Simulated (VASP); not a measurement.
Input of a VASP 6.6.1 run:

INCAR

```
SYSTEM = MgO
  ALGO = Normal
  EDIFF = 1E-6
  ENCUT = 600
  GGA = PE
  GGA_COMPAT = .False.
  ISIF = 2
  ISMEAR = 0
  LASPH = .True.
  LCHARG = .True.
  LELF = .True.
  LREAL = .False.
  LVHAR = .True.
  LWAVE = .False.
  NBANDS = 11
  NELM = 120
  PREC = Accurate
  SIGMA = 0.1
```

Contents of KPOINTS:

```
k-points
0
Gamma
  8 8 8
  0 0 0
```

File POSCAR:

```
MgO
1.0
    0.0000000000      2.0443582818      2.0443582818
    2.0443582818      0.0000000000      2.0443582818
    2.0443582818      2.0443582818      0.0000000000
Mg O
1 1
Direct
    0.0000000000      0.0000000000      0.0000000000
    0.5000000000      0.5000000000      0.5000000000
```

Potentials or basis: VASP PAW PBE potentials, release 64 (Mg, O).

The run is started by

```bash
$ cat potpaw_PBE.64/Mg/POTCAR potpaw_PBE.64/O/POTCAR > POTCAR
$ mpirun -np 1 vasp_std > vasp.out
```

Problem. What does it give for the pressure?

Solution. 21.6 GPa.

Problem. Estimate the band gap on the k mesh.

Solution. 5.65 eV, direct.
